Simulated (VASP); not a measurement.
The system is ZnSeS.

```
Zn Se S
1.0
     3.63320    0.00000    0.00000
     0.00000    3.63320    0.00000
     0.00000    0.00000    5.13295
Zn Se S
1 1 1
Direct
  0.00000 0.00000 0.00000
  0.50000 0.50000 0.00000
  0.50000 0.50000 0.50000
```

The cell was built from a structure type or drawn by symmetry, and may not be a known phase.

* Program: VASP 6.6.1
* Task: relaxation of cell and atoms
* Functional: PBE
* Potentials or basis: VASP PAW PBE potentials, release 64 (Zn, Se, S)
* Cutoff: 600 eV
* k mesh: 12 × 12 × 10
* Occupations: gaussian, width 0.1 eV
* Spin: no spin polarisation

At the start: pressure -0.5 GPa; volume 22.59 Å³/atom.

Problem. How do energy, volume and symmetry change on relaxing?

Solution. Over 7 steps the energy falls by 16.1 meV/atom and the volume is 22.50 Å³/atom (-0.4 %); space group P4/mmm (No. 123, to 0.1 Å) before and after.

Step by step:
| step | energy change (eV) | largest force (eV/Å) | pressure (GPa) | volume (Å³) |
| --- | --- | --- | --- | --- |
| 1 | 0.0000 | 0.0000 | -0.55 | 67.76 |
| 2 | -0.0461 | 0.0000 | 0.24 | 66.97 |
| 3 | -0.0473 | 0.0000 | 0.46 | 66.83 |
| 4 | -0.0473 | 0.0000 | 0.51 | 66.82 |
| 5 | -0.0483 | 0.0000 | 0.04 | 67.49 |
| 6 | -0.0483 | 0.0000 | 0.00 | 67.49 |
| 7 | -0.0483 | 0.0000 | -0.04 | 67.51 |

Final structure:
```
Zn Se S
1.0
     3.68835    0.00000    0.00000
     0.00000    3.68835    0.00000
     0.00000    0.00000    4.96290
Zn Se S
1 1 1
Direct
  0.00000 0.00000 0.00000
  0.50000 0.50000 0.00000
  0.50000 0.50000 0.50000
```
